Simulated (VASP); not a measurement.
Wanted: the native input for a VASP 6.6.1 run.

| Item | Value |
| --- | --- |
| Task | single point |
| Functional | PBE |
| Potentials or basis | VASP PAW PBE potentials, release 64 (Sc_sv, B, P) |
| Cutoff | 520 eV |
| k mesh | 6 × 6 × 2 |
| Occupations | gaussian, width 0.1 eV |
| Spin | no spin polarisation |
| Dipole correction | no |
| Further INCAR settings | ALGO = Normal; EDIFF = 1e-07; NBANDS = 29 |

The structure of Sc2BP3 lies in POSCAR:

```
Sc2BP3
1.0
    3.3046790720      0.0000000000      0.0000000000
    0.0000000000      3.3046790720      0.0000000000
    0.0000000000      0.0000000000      8.2565049642
Sc B P
2 1 3
Direct
    0.5000000000      0.5000000000      0.3051308495
    0.5000000000      0.5000000000      0.6948691505
    0.5000000000      0.5000000000      0.0000000000
    0.0000000000      0.0000000000      0.8692425961
    0.0000000000      0.0000000000      0.1307574039
    0.0000000000      0.0000000000      0.5000000000
```

The cell was generated, and may not be a known phase.

These files were run (other wordings do the same):

INCAR

```
SYSTEM = Sc2BP3
ALGO     = Normal         ! electronic algorithm
EDIFF    = 1E-7           ! SCF threshold, eV
ENCUT    = 520            ! plane-wave cutoff, eV
GGA      = PE             ! functional
ISIF     = 2              ! what is computed and relaxed
ISMEAR   = 0              ! smearing method
LASPH    = .True.         ! aspherical terms in the spheres
LCHARG   = .False.        ! write CHGCAR
LREAL    = .False.        ! projectors in reciprocal space
LWAVE    = .False.        ! write WAVECAR
NBANDS   = 29             ! bands
NELM     = 80             ! most SCF steps
PREC     = Accurate       ! precision mode
SIGMA    = 0.1            ! smearing width, eV
```

KPOINTS

```
k-points
0
Gamma
  6 6 2
  0 0 0
```

Potentials or basis: VASP PAW PBE potentials, release 64 (Sc_sv, B, P).

Launch:

```bash
$ cat potpaw_PBE.64/Sc_sv/POTCAR potpaw_PBE.64/B/POTCAR potpaw_PBE.64/P/POTCAR > POTCAR
$ mpirun -np 1 vasp_std > vasp.out
```

Results of the run:

```json
{"Pressure": "0.3 GPa", "Largest force": "0.105 eV/Å", "Band gap on the k mesh": "zero (bands 20 and 21 overlap by 1.53 eV)"}
```

Caveat: the k points lie up to 0.38 Å⁻¹ apart, too coarse for converged energies and pressures of a metal.

It took 2.1 min on 1 thread of AMD EPYC 9755 128-Core Processor (shared host), peak memory 0.2 GiB.
